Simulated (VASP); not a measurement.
# Sb (Fm-3m) in VASP: further runs, part 2 of 2

VASP 6.6.1. Earlier steps stand in the parts before.

**6. Single point, PBEsol**

This run uses another cell than the first one, of 26.13 Å³/atom, 1.286 times its volume.

Contents of INCAR:

```
  ALGO = Normal
  EDIFF = 1E-7
  ENCUT = 520
  GGA = PS
  ISIF = 2
  ISMEAR = -1
  LASPH = T
  LCHARG = F
  LREAL = F
  LWAVE = F
  NBANDS = 8
  NELM = 60
  PREC = Accurate
  SIGMA = 0.1
```

Contents of KPOINTS:

```
k-points
0
Gamma
  10 10 10
```

Contents of POSCAR:

```
Sb
1.0
    3.3309271838      0.0000000000      0.0000000000
    1.6654635919      2.8846675593      0.0000000000
    1.6654635919      0.9615558531      2.7196906569
Sb
1
Direct
    0.0000000000      0.0000000000      0.0000000000
```

Potentials or basis: VASP PAW PBE potentials, release 64 (Sb).

Launch:

```console
cat potpaw_PBE.64/Sb/POTCAR > POTCAR
mpirun -np 1 vasp_std > vasp.out
```

OUTCAR:

```text
EDIFF = 1E-7
   ENCUT = 520
   GGA = PS
   ISIF = 2
   ISMEAR = -1
   LASPH = T
   LREAL = F
   NELM = 60
   PREC = Accurate

 ion  position               nearest neighbor table
   1  0.000  0.000  0.000-

  LATTYP: Found a face centered cubic cell.
 ALAT       =     4.7106423986

  Lattice vectors:

 A1 = (   3.3309271838,   0.0000000000,   0.0000000000)
 A2 = (   1.6654635919,   2.8846675593,   0.0000000000)
 A3 = (   1.6654635919,   0.9615558531,   2.7196906569)

Analysis of symmetry for initial positions (statically):
=====================================================================
 Subroutine PRICEL returns:
 Original cell was already a primitive cell.

 Routine SETGRP: Setting up the symmetry group for a
 face centered cubic supercell.

 Subroutine GETGRP returns: Found 48 space group operations
 (whereof 48 operations were pure point group operations)
 out of a pool of 48 trial point group operations.

The static configuration has the point symmetry O_h .

Analysis of symmetry for dynamics (positions and initial velocities):
=====================================================================
 Subroutine PRICEL returns:
 Original cell was already a primitive cell.

 Routine SETGRP: Setting up the symmetry group for a
 face centered cubic supercell.

 Subroutine GETGRP returns: Found 48 space group operations
 (whereof 48 operations were pure point group operations)
 out of a pool of 48 trial point group operations.

The dynamic configuration has the point symmetry O_h .

 Subroutine INISYM returns: Found 48 space group operations
 (whereof 48 operations are pure point group operations),
 and found     1 'primitive' translations

----------------------------------------------------------------------------------------

[... 109 lines left out ...]
     AMIX     =   0.40;   BMIX     =  1.00
     AMIX_MAG =   1.60;   BMIX_MAG =  1.00
  volume/ion in A,a.u.               =      26.13       176.35
  Fermi-wavevector in a.u.,A,eV,Ry     =   0.943347  1.782667 12.107867  0.889903
  Thomas-Fermi vector in A             =   2.071045
   LORBIT       =      0    0 simple, 1 ext, 2 COOP (PROOUT), +10 PAW based schemes
   GGA     = PS    functional components
   LHFCALC =     F    Hartree Fock is set to
   AEXX    =    0.0000 exact exchange contribution
   IVDW    =     0    specifies the selected vdW correction
   LEPSILON=     F    determine dielectric tensor
   LRPA    =     F    only Hartree local field effects (RPA)
 non-spin polarized calculation
  energy-cutoff  :      520.00
  volume of cell :       26.13
 maximum number of plane-waves:       725
 NGX is ok and might be reduce to    28
   NGX = 13   NGY = 13   NGZ = 13

 number of electron       5.0000000 magnetization

 Free energy of the ion-electron system (eV)
  ---------------------------------------------------
  ext. energy  EPLUGINS =         0.00000000
  ---------------------------------------------------
  free energy    TOTEN  =        -4.30815583 eV

  energy without entropy =       -4.28576425  energy(sigma->0) =       -4.29696004

 E-fermi :   8.7549     XC(G=0): -10.4646

 val. band max:        8.7229410464   @ k =   0.3000   0.2000   0.0000
 cond. band min:       8.7669059858   @ k =  -0.2000   0.2000   0.0000
 fundamental gap:      0.0439649395
 Fermi energy:         8.7549290390

 k-point     1 :       0.0000    0.0000    0.0000
  band No.  band energies     occupation
      1      -4.4057      2.00000
      2      14.3076      0.00000
      3      14.3076      0.00000
      4      14.3076      0.00000
      5      18.8606      0.00000
      6      18.8606      0.00000
      7      18.8606      0.00000
      8      19.0218      0.00000
[... 243 lines left out ...]
 k-point    24 :       0.4000    0.3000   -0.0000
  band No.  band energies     occupation
      1      -1.0304      2.00000
      2       6.6901      2.00000
      3       9.0024      0.15525
      4       9.9426      0.00001
      5      13.9298      0.00000
      6      15.2059      0.00000
      7      23.8160      0.00000
      8      24.5594      0.00000

 [... further k-points ...]

------------------------ aborting loop because EDIFF is reached ----------------------------------------

  FORCE on cell =-STRESS in cart. coord.  units (eV):
  Direction    XX          YY          ZZ          XY          YZ          ZX
  --------------------------------------------------------------------------------------
  -------------------------------------------------------------------------------------
  Total        0.0005592      0.0005592      0.0005592      0.0000000     -0.0000000     -0.0000000
  in kB        0.0342861      0.0342861      0.0342861      0.0000000     -0.0000000     -0.0000000
  external PRESSURE =       0.0342861 kB  Pullay stress =       0.0000000 kB

 VOLUME and BASIS-vectors are now :
 -----------------------------------------------------------------------------
  energy-cutoff  :      520.00
  volume of cell :       26.13
      direct lattice vectors                 reciprocal lattice vectors
     3.330927184  0.000000000  0.000000000     0.300216710 -0.173330198 -0.122562959
     1.665463592  2.884667559  0.000000000     0.000000000  0.346660397 -0.122562959
     1.665463592  0.961555853  2.719690657     0.000000000  0.000000000  0.367688876

 POSITION                                       TOTAL-FORCE (eV/Angst)
 -----------------------------------------------------------------------------------
      0.00000      0.00000      0.00000         0.000000     -0.000000      0.000000
 -----------------------------------------------------------------------------------
    total drift:                                0.000000      0.000000      0.000000

  FREE ENERGIE OF THE ION-ELECTRON SYSTEM (eV)
  ---------------------------------------------------
  free  energy   TOTEN  =        -4.3081558257 eV

  energy  without entropy=       -4.2857642522  energy(sigma->0) =       -4.29696004
```

OSZICAR:

```text
N       E                     dE             d eps       ncg     rms          rms(c)
DAV:   1     0.510362228977E+01    0.51036E+01   -0.16721E+03   768   0.413E+02
DAV:   2    -0.422629231352E+01   -0.93299E+01   -0.88716E+01  1112   0.534E+01
DAV:   3    -0.431549014936E+01   -0.89198E-01   -0.89141E-01   864   0.597E+00
DAV:   4    -0.431577013437E+01   -0.27999E-03   -0.27998E-03  1208   0.423E-01
DAV:   5    -0.431577053659E+01   -0.40222E-06   -0.40234E-06   952   0.103E-02    0.172E+00
DAV:   6    -0.431086457285E+01    0.49060E-02   -0.21714E-03   880   0.219E-01    0.984E-01
DAV:   7    -0.430816264711E+01    0.27019E-02   -0.43467E-03   856   0.310E-01    0.399E-02
DAV:   8    -0.430815584593E+01    0.68012E-05   -0.41718E-05  1024   0.523E-02    0.721E-03
DAV:   9    -0.430815582567E+01    0.20265E-07   -0.43579E-07  1088   0.513E-03
   1 F= -.43081558E+01 E0= -.42969600E+01  d E =-.223916E-01
```

stdout:

```text
POSCAR found type information on POSCAR Sb
 POSCAR found :  1 types and       1 ions
 scaLAPACK will be used
 -----------------------------------------------------------------------------
|                                                                             |
|                                                                             |
|     You enforced a specific xc type in the INCAR file but a different       |
|     I HOPE YOU KNOW WHAT YOU ARE DOING!                                     |
|                                                                             |
 -----------------------------------------------------------------------------

 LDA part: xc-table for (Slater+PW92), standard interpolation
 POSCAR, INCAR and KPOINTS ok, starting setup
 FFT: planning ... GRIDC
 FFT: planning ... GRID_SOFT
 FFT: planning ... GRID
 WAVECAR not read
 entering main loop
```

It took 10 s on 1 thread of Intel Xeon 6975P-C (Granite Rapids), shared host; peak memory 0.15 GiB.

Results:

| Quantity | Value |
| --- | --- |
| Free energy | -4.3082 eV |
| Pressure | 0.0 GPa |

Caveat: the PAW data sets were made with another functional, which shifts forces and pressure a little; spin-orbit coupling is left out, which moves the levels of the heavy elements.

**7. Overview**

```tsv
cell	gap on the mesh (eV)	pressure (GPa)
a = 3.063 Å, angles 60.0°, 1 atom	none	30.5
a = 3.015 Å, angles 60.0°, 1 atom	none	40.8
a = 3.123 Å, angles 60.0°, 1 atom	none	20.3
a = 3.204 Å, angles 60.0°, 1 atom	none	10.1
a = 3.331 Å, angles 60.0°, 1 atom	none	0.0
```

Alike in all rows: task single point; level PBEsol; potentials or basis VASP PAW PBE potentials, release 64 (Sb); no spin polarisation; k mesh 10 × 10 × 10; cutoff (eV) 520; smearing fermi-dirac 0.1 eV.

Caveats: the PAW data sets were made with another functional, which shifts forces and pressure a little; spin-orbit coupling is left out, which moves the levels of the heavy elements.

Absolute energies hang on the potentials; compare differences alone.
